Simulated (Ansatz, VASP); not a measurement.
# One calculation of AlN, two programs

```
Al N
1.0
     4.37714    0.00000    0.00000
     0.00000   -4.37714    0.00000
     0.00000    0.00000   -4.37714
Al N
4 4
Direct
  0.00000 0.14393 0.00000
  0.50000 0.50000 0.00000
  0.50000 0.00000 0.50000
  0.00000 0.50000 0.50000
  0.75000 0.75000 0.75000
  0.25000 0.25000 0.75000
  0.25000 0.75000 0.25000
  0.75000 0.25000 0.25000
```

Alike in both runs: task single point; functional PBEsol; k mesh 6 × 6 × 6; occupations gaussian, width 0.05 eV; no spin polarisation.

```csv
,VASP,Ansatz
version,VASP 6.6.1,Ansatz 0.2.0
potentials or method,"VASP PAW PBE potentials, release 64 (Al, N), cutoff 520 eV","scalar-relativistic, plane waves, PAW"
valence electrons in the cell,32,32
```

|  | VASP | Ansatz | Ansatz less VASP |
| --- | --- | --- | --- |
| gap on the k mesh at the Fermi level (eV) | 0.82 | 0.83 | +0.009 |
| least direct gap on the mesh (eV) | 0.94 | 0.95 | +0.010 |
| pressure (GPa) | 11.6 | 11.4 | -0.27 |
| traceless stress, the component that is largest in VASP (GPa) | -16.86 | -16.65 | +0.207 |
| rms of the force components (eV/Å) | 2.699 | 2.658 | -0.0418 |

VASP's potentials were made for PBE, not for PBEsol, and Ansatz warns of the same on its side. Atom by atom the forces differ by 0.048 eV/Å (rms over components).
